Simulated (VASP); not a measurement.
Set up this calculation in VASP 6.6.1, as the native input.

- Task: single point
- Functional: LDA
- Potentials or basis: VASP PAW LDA potentials, release 64 (Ti_sv, Li_sv)
- Cutoff: 520 eV
- k mesh: 3 × 2 × 4
- Occupations: fermi-dirac, width 0.15 eV
- Spin: no spin polarisation
- Dipole correction: no
- Further INCAR settings: ALGO = Normal; EDIFF = 1e-06; NBANDS = 86

The structure of LiTi12 (a cell with a defect) lies in POSCAR:

```
LiTi12
1.0
    5.9000000000      0.0000000000      0.0000000000
   -4.4250000000      7.6643250000      0.0000000000
    0.0000000000      0.0000000000      4.6846000000
Ti Li
12 1
Direct
    0.0292926884      0.0173349874      0.0214127680
    0.1937741005      0.2235831794      0.5590304099
   -0.0548878393      0.2773132553      0.1702277798
    0.2336152274      0.6281259827      0.3537032036
   -0.0149929062      0.6814225833     -0.0352631324
    0.1489133111      0.8878834181      0.5026432501
    0.4756878491     -0.0192301662      0.0329304654
    0.6249486726      0.2104450758      0.5783606685
    0.5029580111      0.3476577492      0.0460896604
    0.6754920290      0.5575742802      0.4781221407
    0.5544805984      0.6951976864     -0.0538440370
    0.7023551923      0.9246256058      0.4909674462
    0.0904438657      0.4528147626      0.7620050769
```

These files were run (other wordings do the same):

INCAR

```
PREC = Accurate
ENCUT = 520
EDIFF = 1E-6
ISMEAR = -1
SIGMA = 0.15
LREAL = False
LASPH = True
NELM = 60
ALGO = Normal
ISIF = 2
LWAVE = False
LCHARG = False
GGA = CA
NBANDS = 86
```

KPOINTS

```
Automatic mesh
0
Gamma
  3 2 4
```

Potentials or basis: VASP PAW LDA potentials, release 64 (Ti_sv, Li_sv).

Launch:

```sh
$ cat potpaw_LDA.64/Ti_sv/POTCAR potpaw_LDA.64/Li_sv/POTCAR > POTCAR
$ mpirun -np 1 vasp_std > vasp.out
```

It gave:

| Item | Value |
| --- | --- |
| Largest force | 0.012 eV/Å |
| Band gap on the k mesh | zero (an odd number of electrons rules out a gap without spin polarisation) |

Caveat: the k points lie up to 0.41 Å⁻¹ apart, too coarse for converged energies and pressures of a metal.

Run time: 6.8 min on 1 thread of Oxide Virtual Turin-like Processor, with other jobs on the host, peak memory 0.33 GiB.
